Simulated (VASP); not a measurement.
Here is a VASP 6.6.1 calculation.

Contents of INCAR:

```
SYSTEM = ZnGeO2
PREC = Accurate
ENCUT = 600
EDIFF = 1E-6
ISMEAR = 0
SIGMA = 0.02
LREAL = .FALSE.
LASPH = .TRUE.
NELM = 100
ALGO = Normal
ISIF = 3
LWAVE = .FALSE.
LCHARG = .FALSE.
GGA = PE
IBRION = 2
NSW = 100
EDIFFG = -0.01
```

File KPOINTS:

```
regular mesh
0
G
  6 6 6
  0 0 0
```

The input POSCAR:

```
ZnGeO2
1.0
    2.4240311218      1.3995150207      2.6177701973
   -2.4240311218      1.3995150207      2.6177701973
    0.0000000000     -2.7990300414      2.6177701973
Zn Ge O
1 1 2
Direct
    0.0000000000      0.0000000000      0.0000000000
    0.5000000000      0.5000000000      0.5000000000
    0.7678882321      0.7678882321      0.7678882321
    0.2321117679      0.2321117679      0.2321117679
```

Potentials or basis: VASP PAW PBE potentials, release 64 (Zn, Ge_d, O).

Command:

```sh
$ cat potpaw_PBE.64/Zn/POTCAR potpaw_PBE.64/Ge_d/POTCAR potpaw_PBE.64/O/POTCAR > POTCAR
$ mpirun -np 1 vasp_std > vasp.out
```

Task: Estimate the relaxed volume.

Result: 13.16 Å³/atom.

Task: What does it give for the relaxed cell?

Result: a = 3.826 Å, b = 3.826 Å, c = 3.826 Å, α = 77.72°, β = 77.72°, γ = 77.72°.

Task: What does it give for the space group after relaxing (to 0.1 Å)?

Result: R-3m (No. 166).

The path:
```
step  energy change (eV)  largest force (eV/Å)  pressure (GPa)  volume (Å³)
   1              0.0000                0.1319            0.57        53.28
   2              0.0002                0.0799           -1.16        53.65
   3             -0.0014                0.0273           -0.29        53.46
   4             -0.0017                0.0008           -0.21        53.32
   5             -0.0018                0.0478           -0.01        53.07
   6             -0.0018                0.0391           -0.12        53.12
   7             -0.0018                0.0431            0.09        53.09
   8             -0.0018                0.0405           -0.04        53.11
   9             -0.0020                0.0339            0.03        52.97
  10             -0.0023                0.0121            0.26        52.60
  11             -0.0024                0.0183           -0.11        52.63
  12             -0.0024                0.0165            0.03        52.62
  13             -0.0024                0.0164           -0.03        52.62
  14             -0.0024                0.0163            0.01        52.62
  15             -0.0024                0.0162            0.01        52.62
  16             -0.0024                0.0028           -0.02        52.63
```
